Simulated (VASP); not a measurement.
# NaF (Fm-3m) in VASP: a series of runs, part 2 of 2

VASP 6.6.1. Earlier steps stand in the parts before.

**4. G0W0 quasiparticle levels, PBE**

The input, POSCAR:

```
NaF
1.0
    0.0000000000      2.2972417895      2.2972417895
    2.2972417895      0.0000000000      2.2972417895
    2.2972417895      2.2972417895      0.0000000000
Na F
1 1
Direct
    0.0000000000      0.0000000000      0.0000000000
    0.5000000000      0.5000000000      0.5000000000
```

The input, INCAR.step1:

```
  PREC = Accurate
  ENCUT = 500
  EDIFF = 1E-8
  ISMEAR = 0
  SIGMA = 0.01
  LREAL = False
  LASPH = True
  NELM = 100
  ALGO = Normal
  LWAVE = True
  LCHARG = False
  GGA = PE
```

The input, INCAR.step2:

```
  PREC = Accurate
  ENCUT = 500
  EDIFF = 1E-8
  ISMEAR = 0
  SIGMA = 0.01
  LREAL = False
  LASPH = True
  NELM = 1
  ALGO = Exact
  LWAVE = True
  LCHARG = False
  GGA = PE
  NBANDS = 80
  LOPTICS = True
  ISTART = 1
```

The input, INCAR.step3:

```
  PREC = Accurate
  ENCUT = 500
  EDIFF = 1E-8
  ISMEAR = 0
  SIGMA = 0.01
  LREAL = False
  LASPH = True
  ALGO = EVGW0
  LWAVE = False
  LCHARG = False
  GGA = PE
  NELMGW = 1
  NBANDS = 80
  ENCUTGW = 120.0
  NOMEGA = 96
  PRECFOCK = Fast
  ISTART = 1
  NBANDSGW = 16
  OMEGAMAX = 20
```

The input, KPOINTS:

```
Automatic mesh
0
Gamma
  6 6 6
```

Potentials or basis: VASP PAW PBE potentials, release 64 (Na_sv_GW, F_GW).

Run with:

```sh
$ cat potpaw_PBE.64/Na_sv_GW/POTCAR potpaw_PBE.64/F_GW/POTCAR > POTCAR
$ cp INCAR.step1 INCAR
$ mpirun -np 1 vasp_std > vasp.out
$ cp INCAR.step2 INCAR
$ mpirun -np 1 vasp_std > vasp.out
$ cp INCAR.step3 INCAR
$ mpirun -np 1 vasp_std > vasp.out
```

OUTCAR:

```text
PREC = Accurate
   ENCUT = 500
   EDIFF = 1E-8
   ISMEAR = 0
   LREAL = False
   LASPH = True
   GGA = PE
   NELMGW = 1
   ENCUTGW = 120.0
   PRECFOCK = Fast
   ISTART = 1

 ion  position               nearest neighbor table
   1  0.000  0.000  0.000-   2 2.30   2 2.30   2 2.30   2 2.30   2 2.30   2 2.30
   2  0.500  0.500  0.500-   1 2.30   1 2.30   1 2.30   1 2.30   1 2.30   1 2.30

  LATTYP: Found a face centered cubic cell.
 ALAT       =     4.5944835790

  Lattice vectors:

 A1 = (   0.0000000000,   2.2972417895,   2.2972417895)
 A2 = (   2.2972417895,   0.0000000000,   2.2972417895)
 A3 = (   2.2972417895,   2.2972417895,   0.0000000000)

Analysis of symmetry for initial positions (statically):
=====================================================================
 Subroutine PRICEL returns:
 Original cell was already a primitive cell.
[... 136 lines left out ...]
  Thomas-Fermi vector in A             =   2.545675
   LORBIT       =      0    0 simple, 1 ext, 2 COOP (PROOUT), +10 PAW based schemes
   GGA     = PE    functional components
   LHFCALC =     T    Hartree Fock is set to
   PRECFOCK=fast      Normal, Fast or Accurate (Low or Medium for compatibility)
   ENCUT4O =  -1.0   cutoff for four orbital integrals eV
   NKREDX  =     1    reduce k-point grid by
   NKREDY  =     1    reduce k-point grid by
   NKREDZ  =     1    reduce k-point grid by
   AEXX    =    1.0000 exact exchange contribution
   HFSCREEN=    0.0000 screening length (either q_TF or 0.3 A-1)
   HFSCREENC=   0.0000 screening length for correlation (either q_TF or 0.3 A-1)
   ENCUTFOCK=  -1.0 apply spherical cutoff to Coloumb kernel
   IVDW    =     0    specifies the selected vdW correction
   LEPSILON=     F    determine dielectric tensor
   LRPA    =     F    only Hartree local field effects (RPA)
   LRPAFORCE           =     F    calculate RPA forces
   ENCUTGW             = 120.0    cutoff for response function in eV
   ENCUTGWSOFT         =  96.0    soft cutoff for Coulomb kernel in GW response function in eV
   ENCUTLF             =  -1.0    cutoff for local field effects
   NELMGW              =     1    number of iterations in solving QP/BSE equation
   NELMHF              =     1    number of iterations in the inner HF iteration
   NKREDLFX            =     1    NKREDLFY  =   1   NKREDLFZ  =   1
 non-spin polarized calculation
 Gauss-broadening in eV      SIGMA  =   0.01
  energy-cutoff  :      500.00
  volume of cell :       24.25
 maximum number of plane-waves:       636
  NGX = 14; NGY = 14; NGZ = 14
   NGX = 11   NGY = 11   NGZ = 11
 maximum number of plane-waves:        76
 NGX is ok and might be reduce to    14

 QP shifts <psi_nk| G(iteration)W_0 |psi_nk>: iteration 1
 for sc-GW calculations column KS-energies equals QP-energies in previous step
 and V_xc(KS)=  KS-energies - (<T + V_ion + V_H > + <T+V_H+V_ion>^1  + <V_x>^1)

 k-point   1 :       0.0000    0.0000    0.0000
  band No.  KS-energies  QP-energies   sigma(KS)   V_xc(KS)     V^pw_x(r,r')   Z            occupation Imag(sigma)

      1     -48.6920     -59.0689     -42.0641     -29.2468     -49.1133       0.8096       2.0000       0.1909
      2     -20.9056     -25.0389     -28.4575     -22.6983     -36.8146       0.7177       2.0000       0.7248
      3     -20.5764     -27.2767     -36.2617     -28.3998     -41.4656       0.8522       2.0000       0.0472
      4     -20.5764     -27.2767     -36.2617     -28.3998     -41.4656       0.8522       2.0000       0.0472
      5     -20.5764     -27.2767     -36.2617     -28.3998     -41.4656       0.8522       2.0000       0.0472
      6      -1.7073      -4.3779     -25.6828     -22.3726     -30.2116       0.8068       2.0000       0.0487
[... 295 lines left out ...]
      2     -21.0510     -26.2750     -31.9629     -25.1925     -38.8336       0.7716       2.0000       0.3949
      3     -20.7059     -27.3762     -35.9504     -28.0857     -41.1250       0.8481       2.0000       0.0573
      4     -20.6581     -27.3328     -36.0699     -28.2069     -41.2564       0.8489       2.0000       0.0535
      5     -20.2026     -25.5263     -33.0677     -26.2618     -39.7623       0.7822       2.0000       0.3323
      6      -2.8192      -5.7717     -23.9441     -20.2633     -28.2740       0.8022       2.0000       0.0529
[... 8 lines left out ...]
     15      24.7494      26.5572      -6.1429      -8.2332      -2.4209       0.8649       0.0000      -0.2984
     16      27.0724      29.7502      -7.6094     -10.6230      -3.8687       0.8886       0.0000      -0.2657
```

It took 2.3 min on 1 thread of Intel Xeon 6975P-C (Granite Rapids), shared host; peak memory 0.4 GiB.

What came out:

```
Quasiparticle gap                                   : 10.62 eV
Least direct quasiparticle gap                      : 10.62 eV
Band gap of the starting levels on the mesh         : 6.47 eV
Least direct gap of the starting levels on the mesh : 6.47 eV
```

Caveat: the k points lie up to 0.39 Å⁻¹ apart; bands, screening cutoff and mesh are small and nothing is extrapolated, so the quasiparticle values aren't converged.

**5. Overview**

| task | level | potentials or basis | k mesh | cutoff (eV) | GW scheme | GW iterations | cutoff of the response function | frequency points | empty bands | gap on the mesh (eV) |
| --- | --- | --- | --- | --- | --- | --- | --- | --- | --- | --- |
| dielectric tensor | PBE | VASP PAW PBE potentials, release 64 (Na_pv, F) | 8 × 8 × 8 | 520 | - | - | - | - | - | 6.44 |
| dielectric tensor | r2SCAN | VASP PAW PBE potentials, release 64 (Na_pv, F) | 8 × 8 × 8 | 520 | - | - | - | - | - | 7.32 |
| G0W0 quasiparticle levels | PBE | VASP PAW PBE potentials, release 64 (Na_sv_GW, F_GW) | 6 × 6 × 6 | 500 | G0W0 | 1 | 120 | 96 | 72 | - |

Alike in all rows: no spin polarisation; cell a = 3.249 Å, angles 60.0°, 2 atoms; smearing gaussian 0.01 eV.

Caveats: some runs use coarse meshes; bands, screening cutoff and mesh are small and nothing is extrapolated, so the quasiparticle values aren't converged (at least some runs).

Absolute energies hang on the potentials; compare differences alone.
